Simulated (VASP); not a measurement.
# Ga (I4/mmm) in VASP: single point with PBEsol

Aim: the single point of Ga with PBEsol.

Everything below comes from runs of VASP 6.6.1. Logs are shortened: lines on timing, memory, paths and dates and some standing lists are left out, and cuts for length are marked.

## 1. The cell of the first run

It takes space group I4/mmm (No. 139, tetragonal). Conventional cell: a = 4.556 Å, b = 4.556 Å, c = 7.934 Å, α = 90.00°, β = 90.00°, γ = 90.00°. Within 4.0 Å of Ga (site symmetry -4m2) lie 10 Ga at 3.02 to 3.97 Å. Within 4.0 Å of Ga (site symmetry 4/mmm) lie 8 Ga at 3.02 Å.

## 2. Single point, PBEsol

Contents of INCAR:

```
SYSTEM = Ga
  ALGO = Normal
  EDIFF = 1E-7
  ENCUT = 520
  GGA = PS
  ISIF = 2
  ISMEAR = -1
  LASPH = .True.
  LCHARG = .False.
  LREAL = .False.
  LWAVE = .False.
  NBANDS = 26
  NELM = 100
  PREC = Accurate
  SIGMA = 0.15
```

Contents of KPOINTS:

```
k-points
0
Gamma
  7 7 7
  0 0 0
```

Contents of POSCAR:

```
Ga
1.0
   -2.2781882100      2.2781882100      3.9669829200
    2.2781882100     -2.2781882100      3.9669829200
    2.2781882100      2.2781882100     -3.9669829200
Ga
3
Direct
    0.7500000000      0.2500000000      0.5000000000
    0.2500000000      0.7500000000      0.5000000000
    0.5000000000      0.5000000000      0.0000000000
```

Potentials or basis: VASP PAW PBE potentials, release 64 (Ga_d).

On the command line:

```console
cat potpaw_PBE.64/Ga_d/POTCAR > POTCAR
mpirun -np 1 vasp_std > vasp.out
```

OUTCAR:

```text
SYSTEM = Ga
   EDIFF = 1E-7
   ENCUT = 520
   GGA = PS
   ISIF = 2
   ISMEAR = -1
   LASPH = .True.
   LREAL = .False.
   NELM = 100
   PREC = Accurate

 ion  position               nearest neighbor table
   1  0.750  0.250  0.500-
   2  0.250  0.750  0.500-
   3  0.500  0.500  0.000-

  LATTYP: Found a body centered tetragonal cell.
 ALAT       =     4.5563764200
 C/A-ratio  =     1.7412884952

  Lattice vectors:

 A1 = (  -2.2781882100,   2.2781882100,   3.9669829200)
 A2 = (   2.2781882100,  -2.2781882100,   3.9669829200)
 A3 = (   2.2781882100,   2.2781882100,  -3.9669829200)

Analysis of symmetry for initial positions (statically):
=====================================================================
 Subroutine PRICEL returns:
 Original cell was already a primitive cell.

 Routine SETGRP: Setting up the symmetry group for a
 body centered tetragonal supercell.

 Subroutine GETGRP returns: Found 16 space group operations
 (whereof 16 operations were pure point group operations)
 out of a pool of 16 trial point group operations.

The static configuration has the point symmetry D_4h.

Analysis of symmetry for dynamics (positions and initial velocities):
=====================================================================
 Subroutine PRICEL returns:
 Original cell was already a primitive cell.

 Routine SETGRP: Setting up the symmetry group for a
 body centered tetragonal supercell.

 Subroutine GETGRP returns: Found 16 space group operations
 (whereof 16 operations were pure point group operations)
 out of a pool of 16 trial point group operations.

The dynamic configuration has the point symmetry D_4h.

 Subroutine INISYM returns: Found 16 space group operations
 (whereof 16 operations are pure point group operations),
 and found     1 'primitive' translations

----------------------------------------------------------------------------------------

                                     Primitive cell

  volume of cell :      82.3568

  direct lattice vectors                    reciprocal lattice vectors
    -2.278188210  2.278188210  3.966982920     0.000000000  0.219472648  0.126040371
     2.278188210 -2.278188210  3.966982920     0.219472648  0.000000000  0.126040371
     2.278188210  2.278188210 -3.966982920     0.219472648  0.219472648  0.000000000

  length of vectors
     5.110502571  5.110502571  5.110502571     0.253089744  0.253089744  0.310381196

  position of ions in fractional coordinates (direct lattice)
     0.750000000  0.250000000  0.500000000
     0.250000000  0.750000000  0.500000000
     0.500000000  0.500000000  0.000000000

  ion indices of the primitive-cell ions
   primitive index   ion index
                 1           1
                 2           2
                 3           3

----------------------------------------------------------------------------------------

 KPOINTS: k-points

Automatic generation of k-mesh.
 Grid dimensions read from file:
 generate k-points for:    7    7    7

 Generating k-lattice:

  Cartesian coordinates                     Fractional coordinates (reciprocal lattice)
     0.000000000  0.031353235  0.018005767     0.142857143  0.000000000 -0.000000000
     0.031353235  0.000000000  0.018005767     0.000000000  0.142857143 -0.000000000
     0.031353235  0.031353235  0.000000000     0.000000000  0.000000000  0.142857143

  Length of vectors
     0.036155678  0.036155678  0.044340171

  Shift w.r.t. Gamma in fractional coordinates (k-lattice)
     0.000000000  0.000000000  0.000000000

 Subroutine IBZKPT returns following result:
 ===========================================

 Found     40 irreducible k-points:

 Following reciprocal coordinates:
            Coordinates               Weight
  0.000000  0.000000  0.000000      1.000000
  0.142857 -0.000000  0.000000      8.000000
  0.285714  0.000000  0.000000      8.000000
  0.428571 -0.000000  0.000000      8.000000
  0.142857  0.142857  0.000000      8.000000
  0.285714  0.142857  0.000000     16.000000
[... 16 lines left out ...]
 -0.142857  0.285714  0.142857      8.000000
 -0.428571  0.428571  0.142857      8.000000
 [... further k-points ...]
   k-points           NKPTS =     40   k-points in BZ     NKDIM =     40   number of bands    NBANDS=     26
   number of dos      NEDOS =    301   number of ions     NIONS =      3
   total plane-waves  NPLWV =  64000
   dimension x,y,z NGX =    40 NGY =   40 NGZ =   40
   dimension x,y,z NGXF=    80 NGYF=   80 NGZF=   80
   ions per type =               3
   NGX,Y,Z   is equivalent  to a cutoff of  13.01, 13.01, 13.01 a.u.
   NGXF,Y,Z  is equivalent  to a cutoff of  26.02, 26.02, 26.02 a.u.
 SYSTEM =  Ga
   PREC   = accura    normal or accurate (medium, high low for compatibility)
   ISTART =      0    job   : 0-new  1-cont  2-samecut
   ICHARG =      2    charge: 1-file 2-atom 10-const
   ISPIN  =      1    spin polarized calculation?
   LNONCOLLINEAR =      F non collinear calculations
   LSORBIT =      F    spin-orbit coupling
   LASPH  =      T    aspherical Exc in radial PAW
   ENCUT  =  520.0 eV  38.22 Ry    6.18 a.u.   9.50  9.50  9.50*2*pi/ulx,y,z
   NELM   =    100;   NELMIN=  2; NELMDL= -5     # of ELM steps
   EDIFF  = 0.1E-06   stopping-criterion for ELM
   LREAL  =      F    real-space projection
   EDIFFG = 0.1E-05   stopping-criterion for IOM
   NSW    =      0    number of steps for IOM
   IBRION =     -1    ionic relax: 0-MD 1-quasi-New 2-CG
   NFREE  =      0    steps in history (QN), initial steepest desc. (CG)
   ISIF   =      2    stress and relaxation
   ISYM   =      2    0-nonsym 1-usesym 2-fastsym
   POTIM  = 0.5000    time-step for ionic-motion
   TEBEG  =    0.0;   TEEND  =   0.0 temperature during run
   PSTRESS=    0.0 pullay stress
   NELECT =      39.0000    total number of electrons
   NUPDOWN=      -1.0000    fix difference up-down
   EMIN   =  10.00;   EMAX   =-10.00  energy-range for DOS
   EFERMI =   0.00;   METHOD = LEGACY
   ISMEAR =    -1;   SIGMA  =   0.15  broadening in eV -4-tet -1-fermi 0-gaus
   EFERMI_NEDOS =   21; number of points for ismear=-14 and -15
   IALGO  =     38    algorithm
   IMIX   =      4    mixing-type and parameters
     AMIX     =   0.40;   BMIX     =  1.00
     AMIX_MAG =   1.60;   BMIX_MAG =  1.00
  volume/ion in A,a.u.               =      27.45       185.26
  Fermi-wavevector in a.u.,A,eV,Ry     =   1.276037  2.411360 22.153956  1.628270
  Thomas-Fermi vector in A             =   2.408715
   LORBIT       =      0    0 simple, 1 ext, 2 COOP (PROOUT), +10 PAW based schemes
   GGA     = PS    functional components
   LHFCALC =     F    Hartree Fock is set to
   AEXX    =    0.0000 exact exchange contribution
   IVDW    =     0    specifies the selected vdW correction
   LEPSILON=     F    determine dielectric tensor
   LRPA    =     F    only Hartree local field effects (RPA)
 non-spin polarized calculation
  energy-cutoff  :      520.00
  volume of cell :       82.36
 maximum number of plane-waves:      2235
 NGX is ok and might be reduce to    40
   NGX = 19   NGY = 19   NGZ = 19

 number of electron      38.9999981 magnetization

 Free energy of the ion-electron system (eV)
  ---------------------------------------------------
  ext. energy  EPLUGINS =         0.00000000
  ---------------------------------------------------
  free energy    TOTEN  =        -9.07056484 eV

  energy without entropy =       -8.93712951  energy(sigma->0) =       -9.00384717

 E-fermi :   2.4071     XC(G=0):  -9.2421

 val. band max:        2.3988617720   @ k =  -0.4286   0.1429  -0.0000
 cond. band min:       2.4220073911   @ k =  -0.2857   0.1429   0.0000
 fundamental gap:      0.0231456191
 Fermi energy:         2.4071121664

 k-point     1 :       0.0000    0.0000    0.0000
  band No.  band energies     occupation
      1     -12.4091      2.00000
      2     -12.3803      2.00000
      3     -12.3524      2.00000
      4     -12.3430      2.00000
      5     -12.3430      2.00000
      6     -12.3290      2.00000
[... 18 lines left out ...]
     25       6.4816      0.00000
     26       7.9185      0.00000

 k-point     2 :       0.1429   -0.0000    0.0000
  band No.  band energies     occupation
      1     -12.3993      2.00000
      2     -12.3748      2.00000
      3     -12.3592      2.00000
      4     -12.3554      2.00000
      5     -12.3402      2.00000
      6     -12.3229      2.00000
[... 18 lines left out ...]
     25       6.7955      0.00000
     26       7.7972      0.00000

 k-point     3 :       0.2857    0.0000    0.0000
  band No.  band energies     occupation
      1     -12.3737      2.00000
      2     -12.3699      2.00000
      3     -12.3697      2.00000
      4     -12.3461      2.00000
      5     -12.3414      2.00000
      6     -12.3133      2.00000
[... 18 lines left out ...]
     25       7.3744      0.00000
     26       8.0908      0.00000

 k-point     4 :       0.4286   -0.0000    0.0000
  band No.  band energies     occupation
      1     -12.3816      2.00000
      2     -12.3622      2.00000
      3     -12.3434      2.00000
      4     -12.3331      2.00000
      5     -12.3182      2.00000
      6     -12.3073      2.00000
[... 18 lines left out ...]
     25       7.9894      0.00000
     26       9.1633      0.00000
[... 496 lines left out ...]
      1     -12.3699      2.00000
      2     -12.3619      2.00000
      3     -12.3409      2.00000
      4     -12.3400      2.00000
      5     -12.3317      2.00000
      6     -12.3156      2.00000
[... 18 lines left out ...]
     25       6.9696      0.00000
     26       9.3197      0.00000

 k-point    23 :      -0.1429    0.2857    0.1429
  band No.  band energies     occupation
      1     -12.3738      2.00000
      2     -12.3594      2.00000
      3     -12.3439      2.00000
      4     -12.3376      2.00000
      5     -12.3284      2.00000
      6     -12.3138      2.00000
[... 18 lines left out ...]
     25       7.1320      0.00000
     26       8.4230      0.00000

 k-point    24 :      -0.4286    0.4286    0.1429
  band No.  band energies     occupation
      1     -12.3717      2.00000
      2     -12.3551      2.00000
      3     -12.3541      2.00000
      4     -12.3435      2.00000
      5     -12.3358      2.00000
      6     -12.3257      2.00000
[... 18 lines left out ...]
     25       8.5517      0.00000
     26       9.3469      0.00000

 [... further k-points ...]
[... 5 lines left out ...]
  --------------------------------------------------------------------------------------
  -------------------------------------------------------------------------------------
  Total       -3.9272419     -3.9272419     -4.5397807      0.0000000      0.0000000     -0.0000000
  in kB      -76.4009425    -76.4009425    -88.3173305      0.0000000      0.0000000     -0.0000000
  external PRESSURE =     -80.3730718 kB  Pullay stress =       0.0000000 kB

 VOLUME and BASIS-vectors are now :
 -----------------------------------------------------------------------------
  energy-cutoff  :      520.00
  volume of cell :       82.36
      direct lattice vectors                 reciprocal lattice vectors
    -2.278188210  2.278188210  3.966982920     0.000000000  0.219472648  0.126040371
     2.278188210 -2.278188210  3.966982920     0.219472648  0.000000000  0.126040371
     2.278188210  2.278188210 -3.966982920     0.219472648  0.219472648  0.000000000

 POSITION                                       TOTAL-FORCE (eV/Angst)
 -----------------------------------------------------------------------------------
     -0.00000      2.27819      1.98349         0.000000     -0.000000      0.000000
      2.27819     -0.00000      1.98349        -0.000000      0.000000      0.000000
      0.00000      0.00000      3.96698         0.000000      0.000000     -0.000000
 -----------------------------------------------------------------------------------
    total drift:                               -0.000000     -0.000000      0.000000

  FREE ENERGIE OF THE ION-ELECTRON SYSTEM (eV)
  ---------------------------------------------------
  free  energy   TOTEN  =        -9.0705648368 eV

  energy  without entropy=       -8.9371295084  energy(sigma->0) =       -9.00384717
```

Wall time 83 s (1 thread of Intel Xeon 6975P-C (Granite Rapids), shared host); peak memory 0.25 GiB.

What came out:

- Free energy: -9.0706 eV
- Pressure: -8.0 GPa

Caveat: the PAW data sets were made with another functional, which shifts forces and pressure a little.
